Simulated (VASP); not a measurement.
# Bi (Im-3m) in VASP: a series of runs

Bi is run at these levels: PBE; tasks: single point.

All numbers are computed with VASP 6.6.1; they aren't measurements. Logs are shortened: lines on timing, memory, paths and dates and some standing lists are left out, and cuts for length are marked.

### Step 1. The cell of the first run

Symmetry: Im-3m, No. 229, cubic system. The conventional cell has a = 3.638 Å, b = 3.638 Å, c = 3.638 Å, α = 90.00°, β = 90.00°, γ = 90.00°. Bi (site symmetry m-3m) has 14 Bi at 3.15 to 3.64 Å within 4.1 Å.

### Step 2. Single point, PBE (volume scaled by 0.76)

File INCAR:

```
SYSTEM = Bi
PREC     = Accurate       ! precision mode
ENCUT    = 520            ! plane-wave cutoff, eV
EDIFF    = 1E-7           ! SCF threshold, eV
ISMEAR   = -1             ! smearing method
SIGMA    = 0.08           ! smearing width, eV
LREAL    = .FALSE.        ! projectors in reciprocal space
LASPH    = .TRUE.         ! aspherical terms in the spheres
NELM     = 100            ! most SCF steps
ALGO     = Normal         ! electronic algorithm
ISIF     = 2              ! what is computed and relaxed
LWAVE    = .FALSE.        ! write WAVECAR
LCHARG   = .FALSE.        ! write CHGCAR
GGA      = PE             ! functional
NBANDS   = 14             ! bands
```

File KPOINTS:

```
Automatic mesh
0
G
  13 13 13
  0 0 0
```

File POSCAR:

```
Bi
1.0
   -1.8191446379      1.8191446379      1.8191446379
    1.8191446379     -1.8191446379      1.8191446379
    1.8191446379      1.8191446379     -1.8191446379
Bi
1
Direct
    0.0000000000      0.0000000000      0.0000000000
```

Potentials or basis: VASP PAW PBE potentials, release 64 (Bi_d).

The run is started by

```sh
$ cat potpaw_PBE.64/Bi_d/POTCAR > POTCAR
$ mpirun -np 1 vasp_std > vasp.out
```

OUTCAR:

```text
SYSTEM = Bi
   PREC = Accurate
   ENCUT = 520
   EDIFF = 1E-7
   ISMEAR = -1
   LREAL = .FALSE.
   LASPH = .TRUE.
   NELM = 100
   ISIF = 2
   GGA = PE

 ion  position               nearest neighbor table
   1  0.000  0.000  0.000-

  LATTYP: Found a body centered cubic cell.
 ALAT       =     3.6382892758

  Lattice vectors:

 A1 = (  -1.8191446379,   1.8191446379,   1.8191446379)
 A2 = (   1.8191446379,  -1.8191446379,   1.8191446379)
 A3 = (   1.8191446379,   1.8191446379,  -1.8191446379)

Analysis of symmetry for initial positions (statically):
=====================================================================
 Subroutine PRICEL returns:
 Original cell was already a primitive cell.

 Routine SETGRP: Setting up the symmetry group for a
 body centered cubic supercell.

 Subroutine GETGRP returns: Found 48 space group operations
 (whereof 48 operations were pure point group operations)
 out of a pool of 48 trial point group operations.

The static configuration has the point symmetry O_h .

Analysis of symmetry for dynamics (positions and initial velocities):
=====================================================================
 Subroutine PRICEL returns:
 Original cell was already a primitive cell.

 Routine SETGRP: Setting up the symmetry group for a
 body centered cubic supercell.

 Subroutine GETGRP returns: Found 48 space group operations
 (whereof 48 operations were pure point group operations)
 out of a pool of 48 trial point group operations.

The dynamic configuration has the point symmetry O_h .

 Subroutine INISYM returns: Found 48 space group operations
 (whereof 48 operations are pure point group operations),
 and found     1 'primitive' translations

----------------------------------------------------------------------------------------

                                     Primitive cell

  volume of cell :      24.0803

  direct lattice vectors                    reciprocal lattice vectors
    -1.819144638  1.819144638  1.819144638     0.000000000  0.274854451  0.274854451
     1.819144638 -1.819144638  1.819144638     0.274854451  0.000000000  0.274854451
     1.819144638  1.819144638 -1.819144638     0.274854451  0.274854451  0.000000000

  length of vectors
     3.150850939  3.150850939  3.150850939     0.388702892  0.388702892  0.388702892

  position of ions in fractional coordinates (direct lattice)
     0.000000000  0.000000000  0.000000000

  ion indices of the primitive-cell ions
   primitive index   ion index
                 1           1

----------------------------------------------------------------------------------------

 KPOINTS: Automatic mesh

Automatic generation of k-mesh.
 Grid dimensions read from file:
 generate k-points for:   13   13   13

 Generating k-lattice:

  Cartesian coordinates                     Fractional coordinates (reciprocal lattice)
     0.000000000  0.021142650  0.021142650     0.076923077  0.000000000  0.000000000
     0.021142650  0.000000000  0.021142650     0.000000000  0.076923077  0.000000000
     0.021142650  0.021142650  0.000000000     0.000000000  0.000000000  0.076923077

  Length of vectors
     0.029900222  0.029900222  0.029900222

  Shift w.r.t. Gamma in fractional coordinates (k-lattice)
     0.000000000  0.000000000  0.000000000

 Subroutine IBZKPT returns following result:
 ===========================================

 Found     84 irreducible k-points:

 Following reciprocal coordinates:
            Coordinates               Weight
  0.000000  0.000000  0.000000      1.000000
  0.076923  0.000000  0.000000     12.000000
  0.153846  0.000000  0.000000     12.000000
  0.230769  0.000000  0.000000     12.000000
  0.307692  0.000000  0.000000     12.000000
  0.384615  0.000000  0.000000     12.000000
[... 16 lines left out ...]
  0.153846  0.076923  0.076923     24.000000
  0.230769  0.076923  0.076923     24.000000
 [... further k-points ...]
   k-points           NKPTS =     84   k-points in BZ     NKDIM =     84   number of bands    NBANDS=     14
   number of dos      NEDOS =    301   number of ions     NIONS =      1
   total plane-waves  NPLWV =  13824
   dimension x,y,z NGX =    24 NGY =   24 NGZ =   24
   dimension x,y,z NGXF=    48 NGYF=   48 NGZF=   48
   ions per type =               1
   NGX,Y,Z   is equivalent  to a cutoff of  12.66, 12.66, 12.66 a.u.
   NGXF,Y,Z  is equivalent  to a cutoff of  25.33, 25.33, 25.33 a.u.
 SYSTEM =  Bi
   PREC   = accura    normal or accurate (medium, high low for compatibility)
   ISTART =      0    job   : 0-new  1-cont  2-samecut
   ICHARG =      2    charge: 1-file 2-atom 10-const
   ISPIN  =      1    spin polarized calculation?
   LNONCOLLINEAR =      F non collinear calculations
   LSORBIT =      F    spin-orbit coupling
   LASPH  =      T    aspherical Exc in radial PAW
   ENCUT  =  520.0 eV  38.22 Ry    6.18 a.u.   5.86  5.86  5.86*2*pi/ulx,y,z
   NELM   =    100;   NELMIN=  2; NELMDL= -5     # of ELM steps
   EDIFF  = 0.1E-06   stopping-criterion for ELM
   LREAL  =      F    real-space projection
   EDIFFG = 0.1E-05   stopping-criterion for IOM
   NSW    =      0    number of steps for IOM
   IBRION =     -1    ionic relax: 0-MD 1-quasi-New 2-CG
   NFREE  =      0    steps in history (QN), initial steepest desc. (CG)
   ISIF   =      2    stress and relaxation
   ISYM   =      2    0-nonsym 1-usesym 2-fastsym
   POTIM  = 0.5000    time-step for ionic-motion
   TEBEG  =    0.0;   TEEND  =   0.0 temperature during run
   PSTRESS=    0.0 pullay stress
   NELECT =      15.0000    total number of electrons
   NUPDOWN=      -1.0000    fix difference up-down
   EMIN   =  10.00;   EMAX   =-10.00  energy-range for DOS
   EFERMI =   0.00;   METHOD = LEGACY
   ISMEAR =    -1;   SIGMA  =   0.08  broadening in eV -4-tet -1-fermi 0-gaus
   EFERMI_NEDOS =   21; number of points for ismear=-14 and -15
   IALGO  =     38    algorithm
   IMIX   =      4    mixing-type and parameters
     AMIX     =   0.40;   BMIX     =  1.00
     AMIX_MAG =   1.60;   BMIX_MAG =  1.00
  volume/ion in A,a.u.               =      24.08       162.50
  Fermi-wavevector in a.u.,A,eV,Ry     =   1.398142  2.642106 26.596692  1.954802
  Thomas-Fermi vector in A             =   2.521329
   LORBIT       =      0    0 simple, 1 ext, 2 COOP (PROOUT), +10 PAW based schemes
   GGA     = PE    functional components
   LHFCALC =     F    Hartree Fock is set to
   AEXX    =    0.0000 exact exchange contribution
   IVDW    =     0    specifies the selected vdW correction
   LEPSILON=     F    determine dielectric tensor
   LRPA    =     F    only Hartree local field effects (RPA)
 non-spin polarized calculation
  energy-cutoff  :      520.00
  volume of cell :       24.08
 maximum number of plane-waves:       670
   NGX = 11   NGY = 11   NGZ = 11

 number of electron      15.0000009 magnetization

 Free energy of the ion-electron system (eV)
  ---------------------------------------------------
  ext. energy  EPLUGINS =         0.00000000
  ---------------------------------------------------
  free energy    TOTEN  =        -3.27518277 eV

  energy without entropy =       -3.25980883  energy(sigma->0) =       -3.26749580

 E-fermi :  11.5072     XC(G=0): -11.5788

 val. band max:       11.5043108720   @ k =  -0.3846   0.3846   0.2308
 cond. band min:      11.5164605386   @ k =   0.3077   0.1538  -0.0000
 fundamental gap:      0.0121496666
 Fermi energy:        11.5072196674

 k-point     1 :       0.0000    0.0000    0.0000
  band No.  band energies     occupation
      1     -11.8315      2.00000
      2     -11.8315      2.00000
      3     -11.8315      2.00000
      4     -11.5418      2.00000
      5     -11.5418      2.00000
      6      -4.1009      2.00000
      7      18.8030      0.00000
      8      18.8030      0.00000
      9      18.8030      0.00000
     10      21.9314      0.00000
     11      21.9314      0.00000
     12      21.9314      0.00000
     13      24.5563      0.00000
     14      25.1049      0.00000

 k-point     2 :       0.0769    0.0000    0.0000
  band No.  band energies     occupation
      1     -11.8372      2.00000
      2     -11.8238      2.00000
      3     -11.8056      2.00000
      4     -11.5483      2.00000
      5     -11.5425      2.00000
      6      -3.9563      2.00000
      7      17.3491      0.00000
      8      18.2797      0.00000
      9      18.5812      0.00000
     10      21.2415      0.00000
     11      21.6744      0.00000
     12      21.8480      0.00000
     13      25.0187      0.00000
     14      25.5782      0.00000

 k-point     3 :       0.1538    0.0000    0.0000
  band No.  band energies     occupation
      1     -11.8531      2.00000
      2     -11.8056      2.00000
      3     -11.7331      2.00000
      4     -11.5643      2.00000
      5     -11.5443      2.00000
      6      -3.5219      2.00000
      7      14.5948      0.00000
      8      17.1397      0.00000
      9      17.9579      0.00000
     10      20.3534      0.00000
     11      21.1670      0.00000
     12      21.9982      0.00000
     13      25.2271      0.00000
     14      26.7287      0.00000
[... 324 lines left out ...]
 k-point    23 :       0.1538    0.0769    0.0769
  band No.  band energies     occupation
      1     -11.8599      2.00000
      2     -11.8181      2.00000
      3     -11.5934      2.00000
      4     -11.5693      2.00000
      5     -11.5538      2.00000
      6      -2.5143      2.00000
      7      11.3789      1.66516
      8      14.5068      0.00000
      9      15.3818      0.00000
     10      21.9190      0.00000
     11      22.4685      0.00000
     12      23.0593      0.00000
     13      25.4099      0.00000
     14      26.4433      0.00000

 k-point    24 :       0.2308    0.0769    0.0769
  band No.  band energies     occupation
      1     -11.8815      2.00000
      2     -11.7981      2.00000
      3     -11.5769      2.00000
      4     -11.5522      2.00000
      5     -11.5095      2.00000
      6      -1.5374      2.00000
      7       9.0501      2.00000
      8      13.2160      0.00000
      9      14.6509      0.00000
     10      21.5078      0.00000
     11      22.3606      0.00000
     12      23.9437      0.00000
     13      25.7567      0.00000
     14      28.0823      0.00000

 [... further k-points ...]

------------------------ aborting loop because EDIFF is reached ----------------------------------------

  FORCE on cell =-STRESS in cart. coord.  units (eV):
  Direction    XX          YY          ZZ          XY          YZ          ZX
  --------------------------------------------------------------------------------------
  -------------------------------------------------------------------------------------
  Total        3.9919624      3.9919624      3.9919624      0.0000000     -0.0000000      0.0000000
  in kB      265.6044475    265.6044475    265.6044475      0.0000000     -0.0000000      0.0000000
  external PRESSURE =     265.6044475 kB  Pullay stress =       0.0000000 kB

 VOLUME and BASIS-vectors are now :
 -----------------------------------------------------------------------------
  energy-cutoff  :      520.00
  volume of cell :       24.08
      direct lattice vectors                 reciprocal lattice vectors
    -1.819144638  1.819144638  1.819144638     0.000000000  0.274854451  0.274854451
     1.819144638 -1.819144638  1.819144638     0.274854451  0.000000000  0.274854451
     1.819144638  1.819144638 -1.819144638     0.274854451  0.274854451  0.000000000

 POSITION                                       TOTAL-FORCE (eV/Angst)
 -----------------------------------------------------------------------------------
      0.00000      0.00000      0.00000         0.000000     -0.000000      0.000000
 -----------------------------------------------------------------------------------
    total drift:                               -0.000000      0.000000      0.000000

  FREE ENERGIE OF THE ION-ELECTRON SYSTEM (eV)
  ---------------------------------------------------
  free  energy   TOTEN  =        -3.2751827655 eV

  energy  without entropy=       -3.2598088252  energy(sigma->0) =       -3.26749580
```

Run time: 33 s. Hardware: 1 thread of Intel Xeon 8259CL, shared host; peak memory 0.15 GiB.

What came out:

```yaml
Free_energy: -3.2752 eV
Pressure: 26.6 GPa
```

Caveat: spin-orbit coupling is left out, which moves the levels of the heavy elements.

(Continued in part 2 of 3.)
